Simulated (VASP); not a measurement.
# GaP (I-4m2) in VASP: notebook

GaP is run at these levels: r2SCAN; tasks: single point.

Program: VASP 6.6.1. These are calculated values, not measurements. Logs are shortened: lines on timing, memory, paths and dates and some standing lists are left out, and cuts for length are marked.

## (1) The cell of the first run

The structure is tetragonal, space group I-4m2 (No. 119). The conventional cell has a = 3.854 Å, b = 3.854 Å, c = 5.123 Å, α = 90.00°, β = 90.00°, γ = 90.00°. Within 3.1 Å of Ga (site symmetry -4m2) lie 4 P at 2.31 Å. Within 3.1 Å of P (site symmetry -4m2) lie 4 Ga at 2.31 Å.

## (2) Single point, r2SCAN (strain -0.0600 x Voigt [0, 1, 0, 0, 0, 0])

Input file POSCAR:

```
GaP
1.0
    0.0000000000      2.5617350000      2.7252500000
    2.7252500000      0.0000000000      2.7252500000
    2.7252500000      2.5617350000      0.0000000000
Ga P
1 1
Direct
    0.0000000000      0.0000000000      0.0000000000
    0.7500000000      0.7500000000      0.7500000000
```

Input file INCAR.step1:

```
ALGO     = Normal         # electronic algorithm
EDIFF    = 1E-4           # SCF threshold, eV
ENCUT    = 520            # plane-wave cutoff, eV
GGA      = PE             # functional
ISMEAR   = 0              # smearing method
LASPH    = T              # aspherical terms in the spheres
LCHARG   = F              # write CHGCAR
LREAL    = F              # projectors in reciprocal space
LWAVE    = T              # write WAVECAR
NBANDS   = 16             # bands
NELM     = 80             # most SCF steps
PREC     = Accurate       # precision mode
SIGMA    = 0.05           # smearing width, eV
```

Input file INCAR.step2:

```
ALGO     = Normal         # electronic algorithm
EDIFF    = 1E-6           # SCF threshold, eV
ENCUT    = 520            # plane-wave cutoff, eV
ISIF     = 2              # what is computed and relaxed
ISMEAR   = 0              # smearing method
ISTART   = 1            
LASPH    = T              # aspherical terms in the spheres
LCHARG   = T              # write CHGCAR
LELF     = T              # ELF
LMIXTAU  = T            
LREAL    = F              # projectors in reciprocal space
LVHAR    = T            
LWAVE    = F              # write WAVECAR
METAGGA  = R2SCAN         # meta-GGA
NBANDS   = 16             # bands
NELM     = 80             # most SCF steps
PREC     = Accurate       # precision mode
SIGMA    = 0.05           # smearing width, eV
```

Input file KPOINTS:

```
k-points
0
Gamma
  8 8 8
```

Potentials or basis: VASP PAW PBE potentials, release 64 (Ga_d, P).

The run is started by

```console
cat potpaw_PBE.64/Ga_d/POTCAR potpaw_PBE.64/P/POTCAR > POTCAR
cp INCAR.step1 INCAR
mpirun -np 1 vasp_std > vasp.out
cp INCAR.step2 INCAR
mpirun -np 1 vasp_std > vasp.out
```

OUTCAR:

```text
EDIFF = 1E-6
   ENCUT = 520
   ISIF = 2
   ISMEAR = 0
   ISTART = 1
   LASPH = T
   LREAL = F
   METAGGA = R2SCAN
   NELM = 80
   PREC = Accurate

 ion  position               nearest neighbor table
   1  0.000  0.000  0.000-   2 2.31   2 2.31   2 2.31   2 2.31
   2  0.750  0.750  0.750-   1 2.31   1 2.31   1 2.31   1 2.31

  LATTYP: Found a body centered tetragonal cell.
 ALAT       =     3.8540855109
 C/A-ratio  =     1.3293607486

  Lattice vectors:

 A1 = (   0.0000000000,  -2.5617350000,   2.7252500000)
 A2 = (   0.0000000000,  -2.5617350000,  -2.7252500000)
 A3 = (   2.7252500000,   2.5617350000,   0.0000000000)

Analysis of symmetry for initial positions (statically):
=====================================================================
 Subroutine PRICEL returns:
 Original cell was already a primitive cell.

 Routine SETGRP: Setting up the symmetry group for a
 body centered tetragonal supercell.

 Subroutine GETGRP returns: Found  8 space group operations
 (whereof  8 operations were pure point group operations)
 out of a pool of 16 trial point group operations.

The static configuration has the point symmetry D_2d.

Analysis of symmetry for dynamics (positions and initial velocities):
=====================================================================
 Subroutine PRICEL returns:
 Original cell was already a primitive cell.

 Routine SETGRP: Setting up the symmetry group for a
 body centered tetragonal supercell.

 Subroutine GETGRP returns: Found  8 space group operations
 (whereof  8 operations were pure point group operations)
 out of a pool of 16 trial point group operations.

The dynamic configuration has the point symmetry D_2d.

 Subroutine INISYM returns: Found  8 space group operations
 (whereof  8 operations are pure point group operations),
 and found     1 'primitive' translations

----------------------------------------------------------------------------------------

                                     Primitive cell

  volume of cell :      38.0519

  direct lattice vectors                    reciprocal lattice vectors
     0.000000000  2.561735000  2.725250000    -0.183469406  0.195180220  0.183469406
     2.725250000  0.000000000  2.725250000     0.183469406 -0.195180220  0.183469406
     2.725250000  2.561735000  0.000000000     0.183469406  0.195180220 -0.183469406

  length of vectors
     3.740250496  3.854085511  3.740250496     0.324680403  0.324680403  0.324680403

  position of ions in fractional coordinates (direct lattice)
     0.000000000  0.000000000  0.000000000
     0.750000000  0.750000000  0.750000000

  ion indices of the primitive-cell ions
   primitive index   ion index
                 1           1
                 2           2

----------------------------------------------------------------------------------------

 KPOINTS: k-points

Automatic generation of k-mesh.
 Grid dimensions read from file:
 generate k-points for:    8    8    8

 Generating k-lattice:

  Cartesian coordinates                     Fractional coordinates (reciprocal lattice)
    -0.022933676  0.024397527  0.022933676     0.125000000  0.000000000  0.000000000
     0.022933676 -0.024397527  0.022933676     0.000000000  0.125000000  0.000000000
     0.022933676  0.024397527 -0.022933676     0.000000000  0.000000000  0.125000000

  Length of vectors
     0.040585050  0.040585050  0.040585050

  Shift w.r.t. Gamma in fractional coordinates (k-lattice)
     0.000000000  0.000000000  0.000000000

 Subroutine IBZKPT returns following result:
 ===========================================

 Found     59 irreducible k-points:

 Following reciprocal coordinates:
            Coordinates               Weight
  0.000000  0.000000  0.000000      1.000000
  0.125000  0.000000 -0.000000      8.000000
  0.250000  0.000000 -0.000000      8.000000
  0.375000  0.000000 -0.000000      8.000000
  0.500000  0.000000 -0.000000      4.000000
  0.125000  0.125000  0.000000      4.000000
[... 16 lines left out ...]
  0.250000  0.000000  0.125000      8.000000
  0.375000  0.000000  0.125000      8.000000
 [... further k-points ...]
   k-points           NKPTS =     59   k-points in BZ     NKDIM =     59   number of bands    NBANDS=     16
   number of dos      NEDOS =    301   number of ions     NIONS =      2
   total plane-waves  NPLWV =  23520
   dimension x,y,z NGX =    28 NGY =   30 NGZ =   28
   dimension x,y,z NGXF=    56 NGYF=   60 NGZF=   56
   ions per type =               1   1
   NGX,Y,Z   is equivalent  to a cutoff of  12.45, 12.94, 12.45 a.u.
   NGXF,Y,Z  is equivalent  to a cutoff of  24.89, 25.88, 24.89 a.u.
 SYSTEM =  unknown system
   PREC   = accura    normal or accurate (medium, high low for compatibility)
   ISTART =      1    job   : 0-new  1-cont  2-samecut
   ICHARG =      0    charge: 1-file 2-atom 10-const
   ISPIN  =      1    spin polarized calculation?
   LNONCOLLINEAR =      F non collinear calculations
   LSORBIT =      F    spin-orbit coupling
   LASPH  =      T    aspherical Exc in radial PAW
   ENCUT  =  520.0 eV  38.22 Ry    6.18 a.u.   6.95  7.17  6.95*2*pi/ulx,y,z
   NELM   =     80;   NELMIN=  2; NELMDL=  0     # of ELM steps
   EDIFF  = 0.1E-05   stopping-criterion for ELM
   LREAL  =      F    real-space projection
   EDIFFG = 0.1E-04   stopping-criterion for IOM
   NSW    =      0    number of steps for IOM
   IBRION =     -1    ionic relax: 0-MD 1-quasi-New 2-CG
   NFREE  =      0    steps in history (QN), initial steepest desc. (CG)
   ISIF   =      2    stress and relaxation
   ISYM   =      2    0-nonsym 1-usesym 2-fastsym
   POTIM  = 0.5000    time-step for ionic-motion
   TEBEG  =    0.0;   TEEND  =   0.0 temperature during run
   PSTRESS=    0.0 pullay stress
   NELECT =      18.0000    total number of electrons
   NUPDOWN=      -1.0000    fix difference up-down
   EMIN   =  10.00;   EMAX   =-10.00  energy-range for DOS
   EFERMI =   0.00;   METHOD = LEGACY
   ISMEAR =     0;   SIGMA  =   0.05  broadening in eV -4-tet -1-fermi 0-gaus
   EFERMI_NEDOS =   21; number of points for ismear=-14 and -15
   IALGO  =     38    algorithm
   IMIX   =      4    mixing-type and parameters
     AMIX     =   0.40;   BMIX     =  1.00
     AMIX_MAG =   1.60;   BMIX_MAG =  1.00
  volume/ion in A,a.u.               =      19.03       128.39
  Fermi-wavevector in a.u.,A,eV,Ry     =   1.275577  2.410491 22.137997  1.627097
  Thomas-Fermi vector in A             =   2.408281
   LORBIT       =      0    0 simple, 1 ext, 2 COOP (PROOUT), +10 PAW based schemes
   METAGGA = R2SCAN    functional components
   LHFCALC =     F    Hartree Fock is set to
   AEXX    =    0.0000 exact exchange contribution
   IVDW    =     0    specifies the selected vdW correction
   LEPSILON=     F    determine dielectric tensor
   LRPA    =     F    only Hartree local field effects (RPA)
 non-spin polarized calculation
 Gauss-broadening in eV      SIGMA  =   0.05
  energy-cutoff  :      520.00
  volume of cell :       38.05
 maximum number of plane-waves:      1043
   NGX = 13   NGY = 15   NGZ = 13

 number of electron      17.9999997 magnetization

 Free energy of the ion-electron system (eV)
  ---------------------------------------------------
  ext. energy  EPLUGINS =         0.00000000
  ---------------------------------------------------
  free energy    TOTEN  =       -21.39525637 eV

  energy without entropy =      -21.39525637  energy(sigma->0) =      -21.39525637

 E-fermi :   5.5762     XC(G=0): -10.8580

 val. band max:        5.3521063301   @ k =   0.0000   0.0000   0.0000
 cond. band min:       6.5200769487   @ k =   0.3750   0.0000   0.3750
 fundamental gap:      1.1679706186
 Fermi energy:         5.5762435502

 k-point     1 :       0.0000    0.0000    0.0000
  band No.  band energies     occupation
      1      -9.9950      2.00000
      2      -9.9946      2.00000
      3      -9.9770      2.00000
      4      -9.8607      2.00000
      5      -9.8518      2.00000
      6      -8.3907      2.00000
[... 8 lines left out ...]
     15      14.8845      0.00000
     16      15.9841      0.00000

 k-point     2 :       0.1250    0.0000   -0.0000
  band No.  band energies     occupation
      1     -10.0129      2.00000
      2      -9.9883      2.00000
      3      -9.9757      2.00000
      4      -9.8610      2.00000
      5      -9.8511      2.00000
      6      -8.1576      2.00000
[... 8 lines left out ...]
     15      15.0789      0.00000
     16      15.9226      0.00000

 k-point     3 :       0.2500    0.0000   -0.0000
  band No.  band energies     occupation
      1     -10.0568      2.00000
      2      -9.9751      2.00000
      3      -9.9640      2.00000
      4      -9.8609      2.00000
      5      -9.8471      2.00000
      6      -7.5027      2.00000
[... 8 lines left out ...]
     15      14.6676      0.00000
     16      16.1013      0.00000

 k-point     4 :       0.3750    0.0000   -0.0000
  band No.  band energies     occupation
      1     -10.0939      2.00000
      2      -9.9652      2.00000
      3      -9.9538      2.00000
      4      -9.8584      2.00000
      5      -9.8397      2.00000
      6      -6.5846      2.00000
[... 8 lines left out ...]
     15      16.1928      0.00000
     16      16.3804      0.00000

 k-point     5 :       0.5000    0.0000   -0.0000
  band No.  band energies     occupation
      1     -10.1079      2.00000
      2      -9.9621      2.00000
      3      -9.9505      2.00000
      4      -9.8564      2.00000
      5      -9.8356      2.00000
      6      -6.0072      2.00000
[... 8 lines left out ...]
     15      17.3727      0.00000
     16      17.9821      0.00000

 k-point     6 :       0.1250    0.1250    0.0000
  band No.  band energies     occupation
      1     -10.0278      2.00000
      2      -9.9819      2.00000
      3      -9.9667      2.00000
      4      -9.8606      2.00000
      5      -9.8520      2.00000
      6      -8.0932      2.00000
[... 8 lines left out ...]
     15      15.7568      0.00000
     16      16.2686      0.00000
[... 267 lines left out ...]
 k-point    21 :       0.5000    0.5000    0.0000
  band No.  band energies     occupation
      1     -10.1458      2.00000
      2      -9.9077      2.00000
      3      -9.8991      2.00000
      4      -9.8981      2.00000
      5      -9.8312      2.00000
      6      -5.0982      2.00000
[... 8 lines left out ...]
     15      18.1230      0.00000
     16      19.1555      0.00000

 k-point    22 :       0.1250    0.0000    0.1250
  band No.  band energies     occupation
      1     -10.0147      2.00000
      2      -9.9827      2.00000
      3      -9.9823      2.00000
      4      -9.8679      2.00000
      5      -9.8466      2.00000
      6      -8.0572      2.00000
[... 8 lines left out ...]
     15      15.1802      0.00000
     16      16.4686      0.00000

 k-point    23 :       0.2500    0.0000    0.1250
  band No.  band energies     occupation
      1     -10.0547      2.00000
      2      -9.9682      2.00000
      3      -9.9678      2.00000
      4      -9.8734      2.00000
      5      -9.8410      2.00000
      6      -7.5239      2.00000
[... 8 lines left out ...]
     15      15.4794      0.00000
     16      17.2504      0.00000

 k-point    24 :       0.3750    0.0000    0.1250
  band No.  band energies     occupation
      1     -10.0910      2.00000
      2      -9.9567      2.00000
      3      -9.9547      2.00000
      4      -9.8729      2.00000
      5      -9.8349      2.00000
      6      -6.6664      2.00000
[... 8 lines left out ...]
     15      16.8911      0.00000
     16      17.1268      0.00000

 [... further k-points ...]

------------------------ aborting loop because EDIFF is reached ----------------------------------------

  FORCE on cell =-STRESS in cart. coord.  units (eV):
  Direction    XX          YY          ZZ          XY          YZ          ZX
  --------------------------------------------------------------------------------------
  -------------------------------------------------------------------------------------
  Total        1.0979283      2.1718139      1.0979283      0.0000000      0.0000000      0.0000000
  in kB       46.2282736     91.4442295     46.2282736      0.0000000      0.0000000      0.0000000
  external PRESSURE =      61.3002589 kB  Pullay stress =       0.0000000 kB

 VOLUME and BASIS-vectors are now :
 -----------------------------------------------------------------------------
  energy-cutoff  :      520.00
  volume of cell :       38.05
      direct lattice vectors                 reciprocal lattice vectors
     0.000000000  2.561735000  2.725250000    -0.183469406  0.195180220  0.183469406
     2.725250000  0.000000000  2.725250000     0.183469406 -0.195180220  0.183469406
     2.725250000  2.561735000  0.000000000     0.183469406  0.195180220 -0.183469406

 POSITION                                       TOTAL-FORCE (eV/Angst)
 -----------------------------------------------------------------------------------
      0.00000      0.00000      0.00000         0.000000     -0.000000      0.000000
      4.08788      3.84260      4.08788        -0.000000      0.000000     -0.000000
 -----------------------------------------------------------------------------------
    total drift:                                0.000016      0.000491      0.000015

  FREE ENERGIE OF THE ION-ELECTRON SYSTEM (eV)
  ---------------------------------------------------
  free  energy   TOTEN  =       -21.3952563749 eV

  energy  without entropy=      -21.3952563749  energy(sigma->0) =      -21.39525637
```

Wall time 2.4 min (1 thread of Intel Xeon 8259CL, shared host); peak memory 0.19 GiB.

What came out:

* Free energy: -21.3953 eV
* Pressure: 6.1 GPa
* Band gap on the k mesh: 1.17 eV (least direct gap 2.64 eV)

Stress tensor (GPa, compression positive):
```
4.62 0.00 0.00
0.00 9.14 0.00
0.00 0.00 4.62
```

Levels at points of the mesh, in eV from the valence-band top:
| k point | band 6 | band 7 | band 8 | band 9 | band 10 | band 11 | band 12 | band 13 |
| --- | --- | --- | --- | --- | --- | --- | --- | --- |
| (0.00, 0.00, 0.00) | -13.74 | -0.35 | -0.35 | 0.00 | 2.64 | 3.87 | 4.01 | 4.01 |
| (0.50, 0.00, 0.00) | -11.36 | -7.45 | -1.76 | -1.22 | 1.91 | 4.55 | 5.18 | 8.78 |
| (0.50, 0.50, 0.00) | -10.45 | -7.64 | -3.11 | -3.06 | 1.73 | 2.03 | 11.24 | 11.42 |
| (0.50, 0.00, 0.50) | -10.13 | -7.19 | -3.56 | -3.56 | 1.25 | 1.38 | 11.54 | 11.54 |

Caveat: the cell differs from its parent crystal (strain -0.0600 x Voigt [0, 1, 0, 0, 0, 0]); the cell stands under pressure; the PAW data sets were made with another functional, which shifts forces and pressure a little.

## (3) Single point, r2SCAN (strain -0.0450 x Voigt [0, 1, 0, 0, 0, 0])

Input file POSCAR:

```
GaP
1.0
    0.0000000000      2.6026137500      2.7252500000
    2.7252500000      0.0000000000      2.7252500000
    2.7252500000      2.6026137500      0.0000000000
Ga P
1 1
Direct
    0.0000000000      0.0000000000      0.0000000000
    0.7500000000      0.7500000000      0.7500000000
```

Input file INCAR.step1:

```
PREC = Accurate
ENCUT = 520
ISMEAR = 0
SIGMA = 0.05
LREAL = F
LASPH = T
NELM = 80
NBANDS = 16
GGA = PE
ALGO = Normal
EDIFF = 1E-4
LWAVE = T
LCHARG = F
```

Input file INCAR.step2:

```
PREC = Accurate
ENCUT = 520
EDIFF = 1E-6
ISMEAR = 0
SIGMA = 0.05
LREAL = F
LASPH = T
NELM = 80
ALGO = Normal
ISIF = 2
LWAVE = F
LCHARG = T
METAGGA = R2SCAN
LMIXTAU = T
LELF = T
LVHAR = T
NBANDS = 16
ISTART = 1
```

Input file KPOINTS:

```
regular mesh
0
Gamma
  8 8 8
```

Potentials or basis: VASP PAW PBE potentials, release 64 (Ga_d, P).

The run is started by

```console
cat potpaw_PBE.64/Ga_d/POTCAR potpaw_PBE.64/P/POTCAR > POTCAR
cp INCAR.step1 INCAR
mpirun -np 1 vasp_std > vasp.out
cp INCAR.step2 INCAR
mpirun -np 1 vasp_std > vasp.out
```

Run time: 3 min. Hardware: 1 thread of Intel Xeon 8259CL, shared host; peak memory 0.19 GiB.

The run converged. Its results:

| Quantity | Value |
| --- | --- |
| Free energy | -21.4254 eV |
| Pressure | 4.4 GPa |
| Band gap on the k mesh | 1.36 eV (least direct gap 2.56 eV) |

Stress tensor (GPa, compression positive):
```
3.27 0.00 0.00
0.00 6.75 0.00
0.00 0.00 3.27
```

Levels at points of the mesh, in eV from the valence-band top:
| k point | band 5 | band 6 | band 7 | band 8 | band 9 | band 10 | band 11 | band 12 | band 13 | band 14 |
| --- | --- | --- | --- | --- | --- | --- | --- | --- | --- | --- |
| (0.00, 0.00, 0.00) | -15.12 | -13.56 | -0.26 | -0.26 | 0.00 | 2.56 | 3.94 | 4.05 | 4.05 | 9.51 |
| (0.50, 0.00, 0.00) | -15.11 | -11.23 | -7.30 | -1.61 | -1.21 | 1.96 | 4.68 | 5.12 | 8.78 | 11.73 |
| (0.50, 0.50, 0.00) | -15.10 | -10.32 | -7.47 | -3.04 | -3.00 | 1.77 | 2.05 | 11.32 | 11.45 | 12.09 |
| (0.50, 0.00, 0.50) | -15.09 | -10.08 | -7.14 | -3.37 | -3.37 | 1.41 | 1.57 | 11.50 | 11.50 | 12.58 |

Caveat: the cell differs from its parent crystal (strain -0.0450 x Voigt [0, 1, 0, 0, 0, 0]); the cell stands under pressure; the PAW data sets were made with another functional, which shifts forces and pressure a little. A k mesh can miss the band edges.
